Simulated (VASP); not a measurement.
Here is a VASP 6.6.1 calculation.

INCAR

```
SYSTEM = Ta4O
PREC = Accurate
ENCUT = 600
EDIFF = 1E-6
ISMEAR = 0
SIGMA = 0.1
LREAL = .FALSE.
LASPH = .TRUE.
NELM = 120
ALGO = Normal
ISIF = 2
LWAVE = .FALSE.
LCHARG = .FALSE.
GGA = PE
NBANDS = 37
GGA_COMPAT = .FALSE.
```

File KPOINTS:

```
regular mesh
0
G
  1 1 1
  0 0 0
```

Contents of POSCAR:

```
Ta4O
1.0
    3.2320470291     -0.0152481768      0.0288595295
   -0.0152481768      3.2607564900     -0.0239794059
    0.0656424534     -0.0545423666      7.3830922482
Ta O
4 1
Direct
    0.0557881040      0.0175980815      0.4959207976
    0.5099888585      0.4844793375      0.7830196518
    0.4958958890      0.5104955771      0.2247411169
    0.0271957279      0.0119959521     -0.0099535760
    0.4860972249      0.4512680640      0.5148622201
```

Potentials or basis: VASP PAW PBE potentials, release 64 (Ta_sv_GW, O).

Command:

```bash
$ cat potpaw_PBE.64/Ta_sv_GW/POTCAR potpaw_PBE.64/O/POTCAR > POTCAR
$ mpirun -np 1 vasp_gam > vasp.out
```

Q: Predict the band gap on the k mesh.

A: 0.04 eV.

Q: What does it give for the pressure?

A: 7.6 GPa.

Q: Predict the largest force.

A: 5.288 eV/Å.

Forces on the atoms (eV/Å):
```
Ta  -1.408 -1.842 -1.455
Ta  -1.459 -0.662 -5.039
Ta  -0.505  0.282  4.539
Ta   1.496  0.648  1.436
O    1.876  1.574  0.520
```

Caveat: the k points lie up to 1.94 Å⁻¹ apart; spin-orbit coupling is left out, which moves the levels of the heavy elements; forces of over 1 eV/Å act on the atoms, so gaps and moduli don't describe the material at rest. A k mesh can miss the band edges.
